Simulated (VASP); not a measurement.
Ag4Sn, 5 atoms in the cell. Symmetry: Pm-3m, No. 221, cubic system. The conventional cell has a = 4.994 Å, b = 4.994 Å, c = 4.994 Å, α = 90.00°, β = 90.00°, γ = 90.00°. Ag (site symmetry 4/mmm) has 2 Sn at 2.50 Å within 3.3 Å. Within 4.6 Å of Ag (site symmetry m-3m) lie 12 Ag at 3.53 Å and 8 Sn at 4.33 Å. Sn (site symmetry m-3m) has 6 Ag at 2.50 Å within 3.3 Å. The cell was generated, and may not be a known phase.

| Item | Value |
| --- | --- |
| Program | VASP 6.6.1 |
| Task | single point |
| Functional | PBE |
| Potentials or basis | VASP PAW PBE potentials, release 64 (Ag, Sn_d) |
| Cutoff | 520 eV |
| k mesh | 4 × 4 × 4 |
| Occupations | gaussian, width 0.1 eV |
| Spin | no spin polarisation |
| Dipole correction | no |
| Further INCAR settings | ALGO = Normal; EDIFF = 1e-07; NBANDS = 37 |

Potentials or basis: VASP PAW PBE potentials, release 64 (Ag, Sn_d).

Launch:

```bash
$ cat potpaw_PBE.64/Ag/POTCAR potpaw_PBE.64/Sn_d/POTCAR > POTCAR
$ mpirun -np 1 vasp_std > vasp.out
```

Hardware: 1 thread of Intel(R) Xeon(R) 6975P-C (Granite Rapids), on a shared host.

**Question.** Estimate the wall time of this run.

**Answer.** Wall time 24 s on 1 thread of Intel(R) Xeon(R) 6975P-C (Granite Rapids), on a shared host, peak memory 0.25 GiB. Counts: scf iterations 14, k points 10.
